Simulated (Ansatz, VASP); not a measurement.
One calculation of HfO2, two programs

```xyz
3
Lattice="0.0064 2.5575 2.5575 2.5575 0.0064 2.5575 2.5639 2.5639 0.0000" Properties=species:S:1:pos:R:3 pbc="T T T"
Hf    0.0000    0.0000    0.0000
O     1.2819    1.2819    1.2788
O     3.8458    3.8458    3.8363
```

Change from the starting cell: strain +0.0050 x Voigt [0, 0, 0, 0, 0, 1], atoms carried along.

Alike in both runs: task single point; functional PBE; k mesh 8 × 8 × 8; occupations gaussian, width 0.05 eV; no spin polarisation.

```csv
,VASP,Ansatz
version,VASP 6.6.1,Ansatz 0.2.0
potentials or method,"VASP PAW PBE potentials, release 64 (Hf_pv, O), cutoff 520 eV","scalar-relativistic, plane waves, PAW"
valence electrons in the cell,22,38
```

```csv
,VASP,Ansatz,Ansatz less VASP
gap on the k mesh at the Fermi level (eV),3.73,3.72,-0.009
least direct gap on the mesh (eV),3.73,3.72,-0.009
pressure (GPa),-6.0,-2.5,+3.53
"traceless stress, the component that is largest in VASP (GPa)",-0.39,-0.41,-0.023
rms of the force components (eV/Å),0.013,0.015,+0.0015
```

Atom by atom the forces differ by 0.001 eV/Å (rms over components). VASP's potentials hold 22 valence electrons a cell and Ansatz's 38, so a difference there can come from the potentials and not from the codes.

Neither program's run includes spin-orbit coupling.
